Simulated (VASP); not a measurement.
Cd4Se:

```xyz
5
Lattice="3.3000 0.0000 0.0000 -1.6500 2.8579 0.0000 0.0000 0.0000 12.6000" Properties=species:S:1:pos:R:3 pbc="T T T"
Cd    0.0000    1.9053    2.0160
Cd    1.6500    0.9526   10.5840
Cd    1.6500    0.9526    4.9140
Cd    0.0000    1.9053    7.6860
Se    0.0000    0.0000    0.0000
```

* Program: VASP 6.6.1
* Task: relaxation of cell and atoms
* Functional: PBE
* Potentials or basis: VASP PAW PBE potentials, release 64 (Cd, Se)
* Cutoff: 600 eV
* k mesh: 6 × 6 × 2
* Occupations: gaussian, width 0.2 eV
* Spin: no spin polarisation

At the start: pressure 2.9 GPa; volume 23.77 Å³/atom.

Q: How do energy, volume and symmetry change on relaxing?

A: Over 19 steps the energy falls by 260.5 meV/atom and the volume is 25.56 Å³/atom (+7.5 %); space group P-3m1 (No. 164, to 0.1 Å) before and after.

Step by step:
| step | energy change (eV) | largest force (eV/Å) | pressure (GPa) | volume (Å³) |
| --- | --- | --- | --- | --- |
| 1 | 0.0000 | 1.1915 | 2.89 | 118.83 |
| 2 | -0.1644 | 0.5324 | -0.51 | 126.36 |
| 3 | -0.1730 | 0.3737 | -1.32 | 128.77 |
| 4 | -0.2672 | 0.3500 | -1.24 | 127.05 |
| 5 | -0.6092 | 0.2266 | -0.22 | 121.59 |
| 6 | -0.5084 | 1.5035 | 7.67 | 109.19 |
| 7 | -0.8140 | 0.4707 | 1.43 | 117.39 |
| 8 | -0.8384 | 0.7144 | 2.81 | 114.83 |
| 9 | -0.8409 | 0.6405 | 2.37 | 115.56 |
| 10 | -0.8836 | 0.6865 | 2.41 | 115.88 |
| 11 | -0.9299 | 0.9815 | 2.79 | 116.56 |
| 12 | -1.0192 | 0.9096 | 1.71 | 119.17 |
| 13 | -1.1811 | 0.6891 | -0.81 | 127.08 |
| 14 | -1.0813 | 0.3953 | -3.58 | 143.24 |
| 15 | -1.2041 | 0.5570 | -1.96 | 132.08 |
| 16 | -1.2700 | 0.3408 | -1.33 | 130.62 |
| 17 | -1.2985 | 0.1000 | -0.54 | 128.97 |
| 18 | -1.2988 | 0.1002 | -0.44 | 128.77 |
| 19 | -1.3024 | 0.0733 | -0.17 | 127.79 |

Final structure:
```
Cd Se
1.0
     3.97291    0.00000    0.00000
    -1.98645    3.44064    0.00000
     0.00000    0.00000    9.34866
Cd Se
4 1
Direct
  0.33333 0.66667 0.18205
  0.66667 0.33333 0.81795
  0.66667 0.33333 0.39698
  0.33333 0.66667 0.60302
  0.00000 0.00000 0.00000
```

Caveat: the k points lie up to 0.34 Å⁻¹ apart in the final cell, too coarse for converged energies and pressures of a metal; a cell axis changed by over 15 % at a fixed basis, so the end point is rough; the relaxation stopped at a loose force limit of 0.08 eV/Å, so its end isn't a converged minimum.
